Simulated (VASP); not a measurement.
InP, 12 atoms in the cell. The cell holds a slab with vacuum, 12 atoms: a = 8.335 Å, b = 5.894 Å, c = 23.450 Å, α = 90.00°, β = 90.00°, γ = 90.00°. 

| Quantity | Value |
| --- | --- |
| Program | VASP 6.6.1 |
| Task | single point |
| Functional | PBE |
| Dispersion | D3(BJ) |
| Potentials or basis | VASP PAW PBE potentials, release 64 (In_d, P) |
| Cutoff | 400 eV |
| k mesh | 2 × 3 × 1 |
| Occupations | gaussian, width 0.05 eV |
| Spin | no spin polarisation |
| Dipole correction | yes |
| Further INCAR settings | ALGO = Normal; EDIFF = 1e-06; NBANDS = 66; NELMDL = -8 |

Potentials or basis: VASP PAW PBE potentials, release 64 (In_d, P).

Launch:

```console
$ cat potpaw_PBE.64/In_d/POTCAR potpaw_PBE.64/P/POTCAR > POTCAR
$ mpirun -np 1 vasp_std > vasp.out
```

Hardware: 1 thread of Oxide Virtual Turin-like Processor, on a shared host.

Q: Estimate the wall time of this run.

A: It took 12 min on 1 thread of Oxide Virtual Turin-like Processor, on a shared host, peak memory 0.69 GiB. Counts: scf iterations 30, k points 4.
